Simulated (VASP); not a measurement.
TlW:

```
Tl W
1.0
     3.59118    0.00000    0.00000
     0.00000    3.59118    0.00000
     0.00000    0.00000    3.59118
Tl W
1 1
Cartesian
  0.0000 0.0000 0.0000
  1.7956 1.7956 1.7956
```

```yaml
Program: VASP 6.6.1
Task: relaxation of cell and atoms
Functional: PBE
Potentials_or_basis: VASP PAW PBE potentials, release 64 (Tl_d, W_sv)
Cutoff: 600 eV
k_mesh: 6 × 6 × 6
Occupations: gaussian, width 0.1 eV
Spin: no spin polarisation
```

At the start: pressure -18.2 GPa; volume 23.16 Å³/atom.

Task: Where does the relaxation end?

Result: Over 5 steps the energy falls by 282.5 meV/atom and the volume is 19.06 Å³/atom (-17.7 %); space group Pm-3m (No. 221, to 0.05 Å).

The path:
| step | energy change (eV) | largest force (eV/Å) | pressure (GPa) | volume (Å³) |
| --- | --- | --- | --- | --- |
| 1 | 0.0000 | 0.0000 | -18.21 | 46.31 |
| 2 | 0.4630 | 0.0000 | 55.27 | 30.81 |
| 3 | -0.5635 | 0.0000 | -1.38 | 38.52 |
| 4 | -0.5649 | 0.0000 | -0.38 | 38.27 |
| 5 | -0.5649 | 0.0000 | 0.23 | 38.12 |

Final structure:
```
Tl W
1.0
     3.36543    0.00000    0.00000
     0.00000    3.36543    0.00000
     0.00000    0.00000    3.36543
Tl W
1 1
Direct
  0.00000 0.00000 0.00000
  0.50000 0.50000 0.50000
```

Caveat: the volume moved by over 15 % at a fixed basis, so the end points are rough.
